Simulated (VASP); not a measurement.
# O (C2/m) in VASP: single point with PBE

Aim: the single point of O with PBE.

All numbers are computed with VASP 6.6.1; they aren't measurements. Logs are shortened: lines on timing, memory, paths and dates and some standing lists are left out, and cuts for length are marked.

## (1) The cell of the first run

Symmetry: C2/m, No. 12, monoclinic system. Conventional cell: a = 5.703 Å, b = 3.325 Å, c = 4.363 Å, α = 90.00°, β = 123.29°, γ = 90.00°. Within 1.6 Å of O (site symmetry m) lie 1 O at 1.22 Å.

## (2) Single point, PBE

INCAR

```
SYSTEM = O
PREC = Accurate
ENCUT = 520
EDIFF = 1E-6
ISMEAR = -1
SIGMA = 0.05
LREAL = .FALSE.
LASPH = .TRUE.
NELM = 60
ALGO = Normal
ISIF = 2
LWAVE = .FALSE.
LCHARG = .TRUE.
GGA = PE
LELF = .TRUE.
LVHAR = .TRUE.
NBANDS = 20
```

KPOINTS

```
regular mesh
0
G
  6 8 5
  0 0 0
```

POSCAR

```
O
1.0
   -2.3944914034      0.0000000000      3.6470501824
    0.0000000000     -3.3248318800      0.0000000000
    3.3083143032      0.0000000000      3.6470501824
O
4
Direct
    0.1301201900      0.0000000000      0.0254538300
    0.6301201900      0.5000000000      0.5254538300
    0.8698798100      0.0000000000      0.9745461700
    0.3698798100      0.5000000000      0.4745461700
```

Potentials or basis: VASP PAW PBE potentials, release 64 (O).

The run is started by

```
> cat potpaw_PBE.64/O/POTCAR > POTCAR
> mpirun -np 1 vasp_std > vasp.out
```

OUTCAR:

```text
SYSTEM = O
   PREC = Accurate
   ENCUT = 520
   EDIFF = 1E-6
   ISMEAR = -1
   LREAL = .FALSE.
   LASPH = .TRUE.
   NELM = 60
   ISIF = 2
   GGA = PE

 ion  position               nearest neighbor table
   1  0.130  0.000  0.025-   3 1.22
   2  0.630  0.500  0.525-   4 1.22
   3  0.870  0.000  0.975-   1 1.22
   4  0.370  0.500  0.475-   2 1.22

  LATTYP: Found a simple monoclinic cell.
 ALAT       =     4.3628619178
 B/A-ratio  =     0.7620758902
 C/A-ratio  =     1.1286202885
 COS(beta)  =    -0.2503978097

  Lattice vectors:

 A1 = (  -2.3944914034,   0.0000000000,   3.6470501824)
 A2 = (   0.0000000000,   3.3248318800,   0.0000000000)
 A3 = (  -3.3083143032,   0.0000000000,  -3.6470501824)

Analysis of symmetry for initial positions (statically):
=====================================================================
 Subroutine PRICEL returns following result:

  LATTYP: Found a base centered monoclinic cell.
 ALAT       =     5.7028057066
 B/A-ratio  =     0.5830168607
 C/A-ratio  =     0.7650377976
 COS(beta)  =    -0.5488350190

  Lattice vectors:

 A1 = (   2.8514028533,  -1.6624159400,   0.0000000000)
 A2 = (   2.8514028533,   1.6624159400,   0.0000000000)
 A3 = (  -2.3944914034,   0.0000000000,   3.6470501824)

   2 primitive cells build up your supercell.

 Routine SETGRP: Setting up the symmetry group for a
 simple monoclinic supercell.

 Subroutine GETGRP returns: Found  4 space group operations
 (whereof  4 operations were pure point group operations)
 out of a pool of  4 trial point group operations.

The static configuration has the point symmetry C_2h.

Analysis of symmetry for dynamics (positions and initial velocities):
=====================================================================
 Subroutine PRICEL returns following result:

  LATTYP: Found a base centered monoclinic cell.
 ALAT       =     5.7028057066
 B/A-ratio  =     0.5830168607
 C/A-ratio  =     0.7650377976
 COS(beta)  =    -0.5488350190

  Lattice vectors:
[... 75 lines left out ...]
  0.000000  0.125000  0.000000      2.000000
  0.166667  0.125000  0.000000      4.000000
[... 16 lines left out ...]
  0.333333  0.000000  0.200000      2.000000
  0.500000  0.000000  0.200000      2.000000
 [... further k-points ...]
   k-points           NKPTS =     80   k-points in BZ     NKDIM =     80   number of bands    NBANDS=     20
   number of dos      NEDOS =    301   number of ions     NIONS =      4
   total plane-waves  NPLWV =  35840
   dimension x,y,z NGX =    32 NGY =   28 NGZ =   40
   dimension x,y,z NGXF=    64 NGYF=   56 NGZF=   80
   ions per type =               4
   NGX,Y,Z   is equivalent  to a cutoff of  12.19, 14.00, 13.50 a.u.
   NGXF,Y,Z  is equivalent  to a cutoff of  24.39, 28.00, 27.01 a.u.
 SYSTEM =  O
   PREC   = accura    normal or accurate (medium, high low for compatibility)
   ISTART =      0    job   : 0-new  1-cont  2-samecut
   ICHARG =      2    charge: 1-file 2-atom 10-const
   ISPIN  =      1    spin polarized calculation?
   LNONCOLLINEAR =      F non collinear calculations
   LSORBIT =      F    spin-orbit coupling
   LASPH  =      T    aspherical Exc in radial PAW
   ENCUT  =  520.0 eV  38.22 Ry    6.18 a.u.   8.11  6.18  9.16*2*pi/ulx,y,z
   NELM   =     60;   NELMIN=  2; NELMDL= -5     # of ELM steps
   EDIFF  = 0.1E-05   stopping-criterion for ELM
   LREAL  =      F    real-space projection
   EDIFFG = 0.1E-04   stopping-criterion for IOM
   NSW    =      0    number of steps for IOM
   IBRION =     -1    ionic relax: 0-MD 1-quasi-New 2-CG
   NFREE  =      0    steps in history (QN), initial steepest desc. (CG)
   ISIF   =      2    stress and relaxation
   ISYM   =      2    0-nonsym 1-usesym 2-fastsym
   POTIM  = 0.5000    time-step for ionic-motion
   TEBEG  =    0.0;   TEEND  =   0.0 temperature during run
   PSTRESS=    0.0 pullay stress
   NELECT =      24.0000    total number of electrons
   NUPDOWN=      -1.0000    fix difference up-down
   EMIN   =  10.00;   EMAX   =-10.00  energy-range for DOS
   EFERMI =   0.00;   METHOD = LEGACY
   ISMEAR =    -1;   SIGMA  =   0.05  broadening in eV -4-tet -1-fermi 0-gaus
   EFERMI_NEDOS =   21; number of points for ismear=-14 and -15
   IALGO  =     38    algorithm
   IMIX   =      4    mixing-type and parameters
     AMIX     =   0.40;   BMIX     =  1.00
     AMIX_MAG =   1.60;   BMIX_MAG =  1.00
  volume/ion in A,a.u.               =      17.29       116.66
  Fermi-wavevector in a.u.,A,eV,Ry     =   1.150479  2.174089 18.008688  1.323601
  Thomas-Fermi vector in A             =   2.287142
   LORBIT       =      0    0 simple, 1 ext, 2 COOP (PROOUT), +10 PAW based schemes
   GGA     = PE    functional components
[... 5 lines left out ...]
 non-spin polarized calculation
  energy-cutoff  :      520.00
  volume of cell :       69.15
 maximum number of plane-waves:      1876
   NGX = 17   NGY = 13   NGZ = 19

 number of electron      24.0000016 magnetization

 Free energy of the ion-electron system (eV)
  ---------------------------------------------------
  ext. energy  EPLUGINS =         0.00000000
  ---------------------------------------------------
  free energy    TOTEN  =       -18.13866400 eV

  energy without entropy =      -18.03226395  energy(sigma->0) =      -18.08546398

 E-fermi :  -1.8406     XC(G=0):  -7.4428

 val. band max:       -1.8415461688   @ k =   0.5000   0.1250   0.4000
 cond. band min:      -1.8369360120   @ k =  -0.1667   0.3750   0.4000
 fundamental gap:      0.0046101569
 Fermi energy:        -1.8405772767

 k-point     1 :       0.0000    0.0000    0.0000
  band No.  band energies     occupation
      1     -28.3429      2.00000
      2     -28.2103      2.00000
      3     -15.8286      2.00000
      4     -15.6134      2.00000
      5      -9.6317      2.00000
      6      -9.1108      2.00000
[... 541 lines left out ...]
     19      10.2361      0.00000
     20      10.5408      0.00000

 [... further k-points ...]
[... 5 lines left out ...]
  --------------------------------------------------------------------------------------
  -------------------------------------------------------------------------------------
  Total        0.3076113     -1.3854243      0.7907221      0.0000000      0.0000000     -0.3554809
  in kB        7.1271006    -32.0991385     18.3203801      0.0000000      0.0000000     -8.2362004
  external PRESSURE =      -2.2172193 kB  Pullay stress =       0.0000000 kB

 VOLUME and BASIS-vectors are now :
 -----------------------------------------------------------------------------
  energy-cutoff  :      520.00
  volume of cell :       69.15
      direct lattice vectors                 reciprocal lattice vectors
    -2.394491403  0.000000000  3.647050182    -0.175352283  0.000000000  0.159065666
     0.000000000 -3.324831880  0.000000000     0.000000000 -0.300767087  0.000000000
     3.308314303  0.000000000  3.647050182     0.175352283  0.000000000  0.115128532

 POSITION                                       TOTAL-FORCE (eV/Angst)
 -----------------------------------------------------------------------------------
     -0.22736      0.00000      0.56739        -0.162557      0.000000      0.839653
      0.22955     -1.66242      4.21444        -0.162557      0.000000      0.839653
      1.14119      0.00000      6.72671         0.162557      0.000000     -0.839653
      0.68427     -1.66242      3.07966         0.162557     -0.000000     -0.839653
 -----------------------------------------------------------------------------------
    total drift:                                0.000000     -0.000000      0.000000

  FREE ENERGIE OF THE ION-ELECTRON SYSTEM (eV)
  ---------------------------------------------------
  free  energy   TOTEN  =       -18.1386640049 eV

  energy  without entropy=      -18.0322639486  energy(sigma->0) =      -18.08546398
```

OSZICAR:

```text
N       E                     dE             d eps       ncg     rms          rms(c)
DAV:   1     0.127092398396E+03    0.12709E+03   -0.12262E+04  3200   0.107E+03
DAV:   2    -0.122240370966E+02   -0.13932E+03   -0.13678E+03  4352   0.247E+02
DAV:   3    -0.186605887421E+02   -0.64366E+01   -0.63420E+01  3956   0.539E+01
DAV:   4    -0.187102351026E+02   -0.49646E-01   -0.49562E-01  4136   0.522E+00
DAV:   5    -0.187105471836E+02   -0.31208E-03   -0.31206E-03  3784   0.394E-01    0.634E+00
DAV:   6    -0.182378071382E+02    0.47274E+00   -0.38649E-01  3688   0.538E+00    0.335E+00
DAV:   7    -0.181349823472E+02    0.10282E+00   -0.39679E-01  3660   0.513E+00    0.669E-01
DAV:   8    -0.181383662131E+02   -0.33839E-02   -0.37333E-02  3500   0.145E+00    0.204E-01
DAV:   9    -0.181386442144E+02   -0.27800E-03   -0.30332E-04  4328   0.139E-01    0.543E-02
DAV:  10    -0.181386658699E+02   -0.21655E-04   -0.15584E-04  3788   0.883E-02    0.267E-02
DAV:  11    -0.181386625358E+02    0.33341E-05   -0.15544E-05  3712   0.337E-02    0.771E-03
DAV:  12    -0.181386639464E+02   -0.14106E-05   -0.64995E-06  3576   0.179E-02    0.376E-03
DAV:  13    -0.181386640049E+02   -0.58439E-07   -0.21265E-07  2808   0.364E-03
   1 F= -.18138664E+02 E0= -.18085464E+02  d E =-.106400E+00
```

It took 82 s on 1 thread of Intel Xeon Platinum 8375C at 2.90GHz (Ice Lake), shared host; peak memory 0.21 GiB.

Results:

- Free energy: -18.1387 eV
- Pressure: -0.2 GPa
- Largest force: 0.855 eV/Å
- Band gap on the k mesh: zero (band 12 reaches -1.74 eV, above the bottom of band 13 at -1.91 eV)

Forces in eV/Å, atoms in the order of the input:
```
O   -0.163  0.000  0.840
O   -0.163  0.000  0.840
O    0.163  0.000 -0.840
O    0.163  0.000 -0.840
```

Stress tensor (GPa, compression positive):
```
 0.71  0.00 -0.82
 0.00 -3.21  0.00
-0.82  0.00  1.83
```

Caveat: the standard files for N, O and F lose accuracy on very short bonds; spin is off for a triplet molecule.
